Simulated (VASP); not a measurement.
# Li2H5Ir (P4/mmm) in VASP: notebook

The runs below take Li2H5Ir through single point, relaxation of shape and atoms at fixed volume, with PBE.

Program: VASP 6.6.1. These are calculated values, not measurements. Logs are shortened: lines on timing, memory, paths and dates and some standing lists are left out, and cuts for length are marked.

## Step 1: The cell of the first run

Symmetry: P4/mmm, No. 123, tetragonal system. The conventional cell has a = 4.749 Å, b = 4.749 Å, c = 3.252 Å, α = 90.00°, β = 90.00°, γ = 90.00°. Within 3.1 Å of Li (site symmetry mmm) lie 10 H at 2.34 to 2.37 Å and 4 Ir at 2.88 Å. H (site symmetry 4/mmm) has 2 Ir at 1.63 Å within 2.2 Å. Within 2.2 Å of H (site symmetry m2m) lie 1 Ir at 1.68 Å. Within 2.2 Å of Ir (site symmetry 4/mmm) lie 6 H at 1.63 to 1.68 Å.

## Step 2: Single point, PBE (volume scaled by 0.97, then relaxed in part)

File INCAR:

```
SYSTEM = Li2H5Ir
PREC = Accurate
ENCUT = 520
EDIFF = 1E-6
ISMEAR = 0
SIGMA = 0.1
LREAL = .FALSE.
LASPH = .TRUE.
NELM = 60
ALGO = Normal
ISIF = 2
LWAVE = .FALSE.
LCHARG = .FALSE.
GGA = PE
NBANDS = 20
```

File KPOINTS:

```
regular mesh
0
G
  8 8 12
  0 0 0
```

File POSCAR:

```
Li2H5Ir
1.0
    4.7485215081      0.0000000000      0.0000000000
    0.0000000000      4.7485215081      0.0000000000
    0.0000000000      0.0000000000      3.2523494152
Li H Ir
2 5 1
Direct
    0.0000000000      0.5000000000      0.5000000000
    0.5000000000      0.0000000000      0.5000000000
    0.0000000000      0.0000000000      0.5000000000
    0.2496938834      0.2496938834      0.0000000000
    0.7503061166      0.2496938834      0.0000000000
    0.7503061166      0.7503061166      0.0000000000
    0.2496938834      0.7503061166      0.0000000000
    0.0000000000      0.0000000000      0.0000000000
```

Potentials or basis: VASP PAW PBE potentials, release 64 (Li_sv, H, Ir).

Command:

```
$ cat potpaw_PBE.64/Li_sv/POTCAR potpaw_PBE.64/H/POTCAR potpaw_PBE.64/Ir/POTCAR > POTCAR
$ mpirun -np 1 vasp_std > vasp.out
```

OUTCAR:

```text
SYSTEM = Li2H5Ir
   PREC = Accurate
   ENCUT = 520
   EDIFF = 1E-6
   ISMEAR = 0
   LREAL = .FALSE.
   LASPH = .TRUE.
   NELM = 60
   ISIF = 2
   GGA = PE

 ion  position               nearest neighbor table
   1  0.000  0.500  0.500-   8 2.88   8 2.88   8 2.88   8 2.88
   2  0.500  0.000  0.500-   8 2.88   8 2.88   8 2.88   8 2.88
   3  0.000  0.000  0.500-   8 1.63   8 1.63
   4  0.250  0.250  0.000-   8 1.68
   5  0.750  0.250  0.000-   8 1.68
   6  0.750  0.750  0.000-   8 1.68
   7  0.250  0.750  0.000-   8 1.68
   8  0.000  0.000  0.000-   3 1.63   3 1.63   5 1.68   6 1.68   7 1.68   4 1.68   1 2.88   1 2.88
                             2 2.88   2 2.88   1 2.88   1 2.88   2 2.88   2 2.88

  LATTYP: Found a simple tetragonal cell.
 ALAT       =     4.7485215081
 C/A-ratio  =     0.6849183287

  Lattice vectors:

 A1 = (   4.7485215081,   0.0000000000,   0.0000000000)
 A2 = (   0.0000000000,   4.7485215081,   0.0000000000)
 A3 = (   0.0000000000,   0.0000000000,   3.2523494152)

Analysis of symmetry for initial positions (statically):
=====================================================================
 Subroutine PRICEL returns:
 Original cell was already a primitive cell.

 Routine SETGRP: Setting up the symmetry group for a
 simple tetragonal supercell.

 Subroutine GETGRP returns: Found 16 space group operations
 (whereof 16 operations were pure point group operations)
 out of a pool of 16 trial point group operations.

The static configuration has the point symmetry D_4h.

Analysis of symmetry for dynamics (positions and initial velocities):
=====================================================================
 Subroutine PRICEL returns:
 Original cell was already a primitive cell.

 Routine SETGRP: Setting up the symmetry group for a
 simple tetragonal supercell.

 Subroutine GETGRP returns: Found 16 space group operations
 (whereof 16 operations were pure point group operations)
 out of a pool of 16 trial point group operations.

The dynamic configuration has the point symmetry D_4h.

 Subroutine INISYM returns: Found 16 space group operations
 (whereof 16 operations are pure point group operations),
 and found     1 'primitive' translations

----------------------------------------------------------------------------------------

                                     Primitive cell

  volume of cell :      73.3355

  direct lattice vectors                    reciprocal lattice vectors
     4.748521508  0.000000000  0.000000000     0.210591865  0.000000000  0.000000000
     0.000000000  4.748521508  0.000000000     0.000000000  0.210591865  0.000000000
     0.000000000  0.000000000  3.252349415     0.000000000  0.000000000  0.307470039

  length of vectors
     4.748521508  4.748521508  3.252349415     0.210591865  0.210591865  0.307470039

  position of ions in fractional coordinates (direct lattice)
     0.000000000  0.500000000  0.500000000
     0.500000000  0.000000000  0.500000000
     0.000000000  0.000000000  0.500000000
     0.249693883  0.249693883  0.000000000
     0.750306117  0.249693883  0.000000000
     0.750306117  0.750306117  0.000000000
     0.249693883  0.750306117  0.000000000
     0.000000000  0.000000000  0.000000000

  ion indices of the primitive-cell ions
   primitive index   ion index
                 1           1
                 2           2
                 3           3
                 4           4
                 5           5
                 6           6
                 7           7
                 8           8

----------------------------------------------------------------------------------------

 KPOINTS: regular mesh

Automatic generation of k-mesh.
 Grid dimensions read from file:
 generate k-points for:    8    8   12

 Generating k-lattice:

  Cartesian coordinates                     Fractional coordinates (reciprocal lattice)
     0.026323983  0.000000000  0.000000000     0.125000000  0.000000000  0.000000000
     0.000000000  0.026323983  0.000000000     0.000000000  0.125000000  0.000000000
     0.000000000  0.000000000  0.025622503     0.000000000  0.000000000  0.083333333

  Length of vectors
     0.026323983  0.026323983  0.025622503

  Shift w.r.t. Gamma in fractional coordinates (k-lattice)
     0.000000000  0.000000000  0.000000000

 Subroutine IBZKPT returns following result:
 ===========================================

 Found    105 irreducible k-points:

 Following reciprocal coordinates:
            Coordinates               Weight
  0.000000  0.000000  0.000000      1.000000
  0.125000  0.000000  0.000000      4.000000
  0.250000  0.000000  0.000000      4.000000
  0.375000  0.000000  0.000000      4.000000
  0.500000  0.000000  0.000000      2.000000
  0.125000  0.125000  0.000000      4.000000
[... 16 lines left out ...]
  0.375000  0.125000  0.083333     16.000000
  0.500000  0.125000  0.083333      8.000000
 [... further k-points ...]
   k-points           NKPTS =    105   k-points in BZ     NKDIM =    105   number of bands    NBANDS=     20
   number of dos      NEDOS =    301   number of ions     NIONS =      8
   total plane-waves  NPLWV =  31104
   dimension x,y,z NGX =    36 NGY =   36 NGZ =   24
   dimension x,y,z NGXF=    72 NGYF=   72 NGZF=   48
   ions per type =               2   5   1
   NGX,Y,Z   is equivalent  to a cutoff of  12.60, 12.60, 12.27 a.u.
   NGXF,Y,Z  is equivalent  to a cutoff of  25.21, 25.21, 24.54 a.u.
 SYSTEM =  Li2H5Ir
   PREC   = accura    normal or accurate (medium, high low for compatibility)
   ISTART =      0    job   : 0-new  1-cont  2-samecut
   ICHARG =      2    charge: 1-file 2-atom 10-const
   ISPIN  =      1    spin polarized calculation?
   LNONCOLLINEAR =      F non collinear calculations
   LSORBIT =      F    spin-orbit coupling
   LASPH  =      T    aspherical Exc in radial PAW
   ENCUT  =  520.0 eV  38.22 Ry    6.18 a.u.   8.83  8.83  6.05*2*pi/ulx,y,z
   NELM   =     60;   NELMIN=  2; NELMDL= -5     # of ELM steps
   EDIFF  = 0.1E-05   stopping-criterion for ELM
   LREAL  =      F    real-space projection
   EDIFFG = 0.1E-04   stopping-criterion for IOM
   NSW    =      0    number of steps for IOM
   IBRION =     -1    ionic relax: 0-MD 1-quasi-New 2-CG
   NFREE  =      0    steps in history (QN), initial steepest desc. (CG)
   ISIF   =      2    stress and relaxation
   ISYM   =      2    0-nonsym 1-usesym 2-fastsym
   POTIM  = 0.5000    time-step for ionic-motion
   TEBEG  =    0.0;   TEEND  =   0.0 temperature during run
   PSTRESS=    0.0 pullay stress
   NELECT =      20.0000    total number of electrons
   NUPDOWN=      -1.0000    fix difference up-down
   EMIN   =  10.00;   EMAX   =-10.00  energy-range for DOS
   EFERMI =   0.00;   METHOD = LEGACY
   ISMEAR =     0;   SIGMA  =   0.10  broadening in eV -4-tet -1-fermi 0-gaus
   EFERMI_NEDOS =   21; number of points for ismear=-14 and -15
   IALGO  =     38    algorithm
   IMIX   =      4    mixing-type and parameters
     AMIX     =   0.40;   BMIX     =  1.00
     AMIX_MAG =   1.60;   BMIX_MAG =  1.00
  volume/ion in A,a.u.               =       9.17        61.86
  Fermi-wavevector in a.u.,A,eV,Ry     =   1.061647  2.006222 15.335051  1.127094
  Thomas-Fermi vector in A             =   2.197070
   LORBIT       =      0    0 simple, 1 ext, 2 COOP (PROOUT), +10 PAW based schemes
   GGA     = PE    functional components
   LHFCALC =     F    Hartree Fock is set to
   AEXX    =    0.0000 exact exchange contribution
   IVDW    =     0    specifies the selected vdW correction
   LEPSILON=     F    determine dielectric tensor
   LRPA    =     F    only Hartree local field effects (RPA)
 non-spin polarized calculation
 Gauss-broadening in eV      SIGMA  =   0.10
  energy-cutoff  :      520.00
  volume of cell :       73.34
 maximum number of plane-waves:      2016
 NGX is ok and might be reduce to    36
   NGX = 17   NGY = 17   NGZ = 13

 number of electron      19.9999982 magnetization

 Free energy of the ion-electron system (eV)
  ---------------------------------------------------
  ext. energy  EPLUGINS =         0.00000000
  ---------------------------------------------------
  free energy    TOTEN  =       -31.96636095 eV

  energy without entropy =      -31.96415485  energy(sigma->0) =      -31.96525790

 E-fermi :   0.8518     XC(G=0):  -8.7279

 val. band max:        0.8270732601   @ k =   0.1250   0.0000   0.5000
 cond. band min:       0.8850486042   @ k =   0.1250   0.1250   0.5000
 fundamental gap:      0.0579753442
 Fermi energy:         0.8518216627

 k-point     1 :       0.0000    0.0000    0.0000
  band No.  band energies     occupation
      1     -44.3053      2.00000
      2     -44.3010      2.00000
      3      -8.0207      2.00000
      4      -5.5866      2.00000
      5      -3.6232      2.00000
      6      -1.4316      2.00000
[... 12 lines left out ...]
     19      11.4338      0.00000
     20      13.3158      0.00000

 k-point     2 :       0.1250    0.0000    0.0000
  band No.  band energies     occupation
      1     -44.3051      2.00000
      2     -44.3012      2.00000
      3      -8.0085      2.00000
      4      -5.5221      2.00000
      5      -3.7029      2.00000
      6      -1.7561      2.00000
[... 12 lines left out ...]
     19      11.7940      0.00000
     20      13.3487      0.00000
[... 465 lines left out ...]
      3      -7.7647      2.00000
      4      -4.9634      2.00000
      5      -4.1165      2.00000
      6      -2.7961      2.00000
[... 12 lines left out ...]
     19      12.5963      0.00000
     20      13.0551      0.00000

 k-point    24 :       0.5000    0.1250    0.0833
  band No.  band energies     occupation
      1     -44.3030      2.00000
      2     -44.3028      2.00000
      3      -7.7535      2.00000
      4      -4.7960      2.00000
      5      -4.1997      2.00000
      6      -3.0639      2.00000
[... 12 lines left out ...]
     19      12.8142      0.00000
     20      12.9739      0.00000

 [... further k-points ...]

------------------------ aborting loop because EDIFF is reached ----------------------------------------

  FORCE on cell =-STRESS in cart. coord.  units (eV):
  Direction    XX          YY          ZZ          XY          YZ          ZX
  --------------------------------------------------------------------------------------
  -------------------------------------------------------------------------------------
  Total        0.5368216      0.5368216      0.6965972      0.0000000     -0.0000000      0.0000000
  in kB       11.7280706     11.7280706     15.2187256      0.0000000     -0.0000000      0.0000000
  external PRESSURE =      12.8916223 kB  Pullay stress =       0.0000000 kB

 VOLUME and BASIS-vectors are now :
 -----------------------------------------------------------------------------
  energy-cutoff  :      520.00
  volume of cell :       73.34
      direct lattice vectors                 reciprocal lattice vectors
     4.748521508  0.000000000  0.000000000     0.210591865  0.000000000  0.000000000
     0.000000000  4.748521508  0.000000000     0.000000000  0.210591865  0.000000000
     0.000000000  0.000000000  3.252349415     0.000000000  0.000000000  0.307470039

 POSITION                                       TOTAL-FORCE (eV/Angst)
 -----------------------------------------------------------------------------------
      0.00000      2.37426      1.62617         0.000000      0.000000      0.000000
      2.37426      0.00000      1.62617         0.000000      0.000000      0.000000
      0.00000      0.00000      1.62617         0.000000      0.000000      0.000000
      1.18568      1.18568      0.00000         0.024798      0.024798      0.000000
      3.56284      1.18568      0.00000        -0.024798      0.024798      0.000000
      3.56284      3.56284      0.00000        -0.024798     -0.024798     -0.000000
      1.18568      3.56284      0.00000         0.024798     -0.024798     -0.000000
      0.00000      0.00000      0.00000         0.000000      0.000000      0.000000
 -----------------------------------------------------------------------------------
    total drift:                                0.000000      0.000000      0.000000

  FREE ENERGIE OF THE ION-ELECTRON SYSTEM (eV)
  ---------------------------------------------------
  free  energy   TOTEN  =       -31.9663609543 eV

  energy  without entropy=      -31.9641548466  energy(sigma->0) =      -31.96525790
```

Wall time 2.8 min (1 thread of Oxide Virtual Turin-like, shared host); peak memory 0.25 GiB.

What came out:

| Item | Value |
| --- | --- |
| Free energy | -31.9664 eV |
| Largest force | 0.035 eV/Å |
| Band gap on the k mesh | zero (band 10 reaches 0.94 eV, above the bottom of band 11 at 0.77 eV) |

Forces on the atoms (eV/Å):
```
Li   0.000  0.000  0.000
Li   0.000  0.000  0.000
H    0.000  0.000  0.000
H    0.025  0.025  0.000
H   -0.025  0.025  0.000
H   -0.025 -0.025  0.000
H    0.025 -0.025  0.000
Ir   0.000  0.000  0.000
```

Levels at points of the mesh, in eV from the Fermi level:
| k point | band 6 | band 7 | band 8 | band 9 | band 10 | band 11 | band 12 | band 13 | band 14 | band 15 |
| --- | --- | --- | --- | --- | --- | --- | --- | --- | --- | --- |
| (0.00, 0.00, 0.00) | -2.28 | -2.28 | -1.70 | -0.73 | -0.73 | 3.68 | 7.19 | 7.21 | 7.21 | 7.82 |
| (0.50, 0.00, 0.00) | -4.19 | -1.38 | -1.27 | -0.82 | -0.72 | 4.63 | 5.58 | 6.34 | 8.85 | 8.87 |
| (0.50, 0.50, 0.00) | -3.02 | -3.02 | -1.15 | -0.81 | -0.81 | 1.92 | 8.96 | 8.96 | 10.06 | 10.66 |
| (0.00, 0.00, 0.50) | -2.47 | -2.47 | -1.57 | -0.87 | -0.87 | -0.09 | 4.41 | 6.64 | 7.04 | 7.24 |
| (0.50, 0.00, 0.50) | -3.05 | -2.50 | -2.42 | -1.15 | 0.09 | 0.10 | 4.65 | 6.20 | 6.69 | 7.08 |
| (0.50, 0.50, 0.50) | -2.42 | -2.42 | -2.14 | -2.14 | -0.85 | 0.24 | 3.76 | 3.86 | 7.51 | 7.51 |

Caveat: the cell differs from its parent crystal (volume scaled by 0.97, then relaxed in part); the cutoff is under 1.25 times the usual one of these potentials, so pressure, stress and relaxed cells hold a basis-set (Pulay) error; spin-orbit coupling is left out, which moves the levels of the heavy elements.

## Step 3: Relaxation of shape and atoms at fixed volume, PBE (volume scaled by 0.97)

File INCAR:

```
PREC = Accurate ; ENCUT = 600
EDIFF = 1E-6 ; ISMEAR = 0
SIGMA = 0.1 ; LREAL = F
LASPH = T ; NELM = 80
ALGO = Normal ; ISIF = 4
LWAVE = F ; LCHARG = F
GGA = PE ; IBRION = 2
NSW = 50 ; EDIFFG = -0.01
```

File KPOINTS:

```
regular mesh
0
Gamma
  8 8 12
```

File POSCAR:

```
Li2H5Ir
1.0
    4.7638488399      0.0000000000      0.0000000000
    0.0000000000      4.7638488399      0.0000000000
    0.0000000000      0.0000000000      3.2314546949
Li H Ir
2 5 1
Direct
    0.0000000000      0.5000000000      0.5000000000
    0.5000000000      0.0000000000      0.5000000000
    0.0000000000      0.0000000000      0.5000000000
    0.2466350000      0.2466350000      0.0000000000
    0.7533650000      0.2466350000      0.0000000000
    0.7533650000      0.7533650000      0.0000000000
    0.2466350000      0.7533650000      0.0000000000
    0.0000000000      0.0000000000      0.0000000000
```

Potentials or basis: VASP PAW PBE potentials, release 64 (Li_sv, H, Ir).

Command:

```
$ cat potpaw_PBE.64/Li_sv/POTCAR potpaw_PBE.64/H/POTCAR potpaw_PBE.64/Ir/POTCAR > POTCAR
$ mpirun -np 1 vasp_std > vasp.out
```

Wall time 7.8 min (1 thread of Oxide Virtual Turin-like, shared host); peak memory 0.28 GiB.

The run converged. Its results:

| Item | Value |
| --- | --- |
| Free energy | -31.9684 eV |
| Energy gained by relaxing | 1.8 meV/atom |
| Ionic steps | 5 |
| Pressure after relaxing | 1.1 GPa |
| Largest force after relaxing | 0.003 eV/Å |
| Band gap on the k mesh | zero (band 10 reaches 0.92 eV, above the bottom of band 11 at 0.75 eV) |

Forces in eV/Å, atoms in the order of the input:
```
Li   0.000  0.000  0.000
Li   0.000  0.000  0.000
H    0.000  0.000  0.000
H    0.002  0.002  0.000
H   -0.002  0.002  0.000
H   -0.002 -0.002  0.000
H    0.002 -0.002  0.000
Ir   0.000  0.000  0.000
```

Stress tensor (GPa, compression positive):
```
1.09 0.00 0.00
0.00 1.09 0.00
0.00 0.00 0.99
```

The path:
| step | energy change (eV) | largest force (eV/Å) | pressure (GPa) | volume (Å³) |
| --- | --- | --- | --- | --- |
| 1 | 0.0000 | 0.2830 | 2.84 | 73.34 |
| 2 | -0.0099 | 0.0705 | 1.88 | 73.34 |
| 3 | -0.0108 | 0.0114 | 1.47 | 73.34 |
| 4 | -0.0137 | 0.0038 | 1.24 | 73.34 |
| 5 | -0.0144 | 0.0030 | 1.06 | 73.34 |

Final structure:
```yaml
crystal:
  lattice:
    - [4.74218, 0.00000, 0.00000]
    - [0.00000, 4.74218, 0.00000]
    - [0.00000, 0.00000, 3.26106]
  atoms:
    - { symbol: Li, position: [0.00000, 0.50000, 0.50000] }
    - { symbol: Li, position: [0.50000, 0.00000, 0.50000] }
    - { symbol: H, position: [0.00000, 0.00000, 0.50000] }
    - { symbol: H, position: [0.25032, 0.25032, 0.00000] }
    - { symbol: H, position: [0.74968, 0.25032, 0.00000] }
    - { symbol: H, position: [0.74968, 0.74968, 0.00000] }
    - { symbol: H, position: [0.25032, 0.74968, 0.00000] }
    - { symbol: Ir, position: [0.00000, 0.00000, 0.00000] }
```

Levels at points of the mesh, in eV from the Fermi level:
| k point | band 7 | band 8 | band 9 | band 10 | band 11 | band 12 | band 13 | band 14 |
| --- | --- | --- | --- | --- | --- | --- | --- | --- |
| (0.00, 0.00, 0.00) | -2.26 | -1.68 | -0.73 | -0.73 | 3.69 | 7.22 | 7.22 | 7.22 |
| (0.50, 0.00, 0.00) | -1.36 | -1.24 | -0.82 | -0.72 | 4.64 | 5.59 | 6.35 | 8.84 |
| (0.50, 0.50, 0.00) | -3.01 | -1.13 | -0.81 | -0.81 | 1.92 | 8.96 | 8.96 | 10.04 |
| (0.00, 0.00, 0.50) | -2.45 | -1.56 | -0.86 | -0.86 | -0.10 | 4.40 | 6.63 | 7.06 |
| (0.50, 0.00, 0.50) | -2.48 | -2.40 | -1.14 | 0.08 | 0.12 | 4.64 | 6.19 | 6.70 |
| (0.50, 0.50, 0.50) | -2.40 | -2.13 | -2.13 | -0.83 | 0.22 | 3.74 | 3.84 | 7.51 |

Caveat: the cell differs from its parent crystal (volume scaled by 0.97); the cutoff is under 1.25 times the usual one of these potentials, so pressure, stress and relaxed cells hold a basis-set (Pulay) error; spin-orbit coupling is left out, which moves the levels of the heavy elements.
